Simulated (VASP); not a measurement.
Write the native input for VASP 6.6.1 that does the following.

| Item | Value |
| --- | --- |
| Task | single point |
| Functional | PBEsol |
| Dispersion | D4 |
| Potentials or basis | VASP PAW PBE potentials, release 64 (Cd, S, Zn, Se) |
| Cutoff | 520 eV |
| k mesh | 1 × 1 × 1, shifted |
| Occupations | fermi-dirac, width 0.05 eV |
| Spin | no spin polarisation |
| Dipole correction | no |
| Further INCAR settings | ALGO = Normal; EDIFF = 1e-07; NBANDS = 36 |

The structure of ZnCd2SeS2 lies in POSCAR:

```
ZnCd2SeS2
1.0
    2.9122460000     -2.9122460000      0.0000000000
    0.0000000000      2.9122460000     -2.9122460000
    5.7130060000      5.7130060000      5.7130060000
Cd S Zn Se
2 2 1 1
Direct
    0.0041990000      0.0186810000      0.9983580000
    0.3247760000      0.6516400000      0.3412930000
    0.0035410000      0.0007140000      0.2555780000
    0.3520800000      0.6739050000      0.5955170000
    0.6652560000      0.3269720000      0.6741360000
    0.6758460000      0.3505100000      0.9154380000
```

The input as run:

INCAR

```
SYSTEM = ZnCd2SeS2
PREC     = Accurate       ! precision mode
ENCUT    = 520            ! plane-wave cutoff, eV
EDIFF    = 1E-7           ! SCF threshold, eV
ISMEAR   = -1             ! smearing method
SIGMA    = 0.05           ! smearing width, eV
LREAL    = .False.        ! projectors in reciprocal space
LASPH    = .True.         ! aspherical terms in the spheres
NELM     = 100            ! most SCF steps
ALGO     = Normal         ! electronic algorithm
ISIF     = 2              ! what is computed and relaxed
LWAVE    = .False.        ! write WAVECAR
LCHARG   = .False.        ! write CHGCAR
GGA      = PS             ! functional
IVDW     = 13             ! dispersion correction
NBANDS   = 36             ! bands
```

KPOINTS

```
Automatic mesh
0
Gamma
  1 1 1
  0.5 0.5 0.5
```

Potentials or basis: VASP PAW PBE potentials, release 64 (Cd, S, Zn, Se).

Command:

```sh
$ cat potpaw_PBE.64/Cd/POTCAR potpaw_PBE.64/S/POTCAR potpaw_PBE.64/Zn/POTCAR potpaw_PBE.64/Se/POTCAR > POTCAR
$ mpirun -np 1 vasp_std > vasp.out
```

It gave:

```
Pressure                   : -4.8 GPa
Largest force              : 0.973 eV/Å
Band gap on the k mesh     : 3.40 eV
Dispersion energy per atom : -0.184 eV
```

Caveat: the k points lie up to 1.76 Å⁻¹ apart, too coarse for converged energies, forces and pressures; the PAW data sets were made with another functional, which shifts forces and pressure a little; a shifted mesh leaves out Γ, where band edges can lie.

Run time: 21 s on 1 thread of Intel(R) Xeon(R) Platinum 8375C CPU @ 2.90GHz (Ice Lake), with other jobs on the host, peak memory 0.27 GiB.
